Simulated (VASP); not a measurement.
A run of VASP 6.6.1 is set up as follows.

Contents of INCAR:

```
PREC = Accurate
ENCUT = 520
EDIFF = 1E-6
ISMEAR = 0
SIGMA = 0.15
LREAL = False
LASPH = True
NELM = 60
ALGO = Normal
ISIF = 2
LWAVE = False
LCHARG = False
GGA = PS
NBANDS = 11
```

File KPOINTS:

```
regular mesh
0
Gamma
  18 18 18
```

File POSCAR:

```
Hf
1.0
   -1.8997625000      1.8050000000      1.8050000000
    1.8997625000     -1.8050000000      1.8050000000
    1.8997625000      1.8050000000     -1.8050000000
Hf
1
Direct
    0.0000000000      0.0000000000      0.0000000000
```

Potentials or basis: VASP PAW PBE potentials, release 64 (Hf_pv).

Command:

```console
$ cat potpaw_PBE.64/Hf_pv/POTCAR > POTCAR
$ mpirun -np 1 vasp_std > vasp.out
```

(1) Estimate the band gap on the k mesh.

(2) Estimate the pressure.

Answers

(1) zero (bands 5 and 6 overlap by 2.01 eV).

(2) -12.7 GPa.

Caveat: the cell differs from its parent crystal (strain +0.0525 x Voigt [1, 0, 0, 0, 0, 0]); the cell stands under tension; the PAW data sets were made with another functional, which shifts forces and pressure a little; spin-orbit coupling is left out, which moves the levels of the heavy elements.
